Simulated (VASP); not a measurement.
Runs of VASP 6.6.1 on BaCu3. The structure is that of space group Pm-3m (No. 221), or close to it. The cells are those of the table. 

```tsv
task	cell	k mesh	cutoff (eV)	gap on the mesh (eV)	pressure (GPa)	relaxed volume (Å³/atom)
single point	a = 4.448 Å, 4 atoms	4 × 4 × 4	520	none	(a)	-
single point	a = 4.451 Å, 4 atoms	10 × 10 × 10	520	none	0.7	-
relaxation of cell and atoms	relaxed from a = 4.204 Å, 4 atoms	4 × 4 × 4	600	none	0.0	22.61
single point	a = 4.204 Å, 4 atoms	4 × 4 × 4	520	none	8.6	-
relaxation of cell and atoms	relaxed from a = 4.448 Å, 4 atoms	10 × 10 × 10	600	none	0.0	(b)
```

Alike in all rows: level PBE; potentials or basis VASP PAW PBE potentials, release 64 (Ba_sv, Cu); no spin polarisation; smearing gaussian 0.1 eV.

Estimate the missing entries.

(a) 0.9; (b) 22.59.

Caveats: some runs use coarse meshes; spin-orbit coupling is left out, which moves the levels of the heavy elements; the volume moved by over 15 % at a fixed basis, so the end points are rough (at least some runs).

A k mesh can miss the band edges, and the runs leave out spin-orbit coupling on Ba.

A gap of «none» marks levels without a gap at the run's occupations.
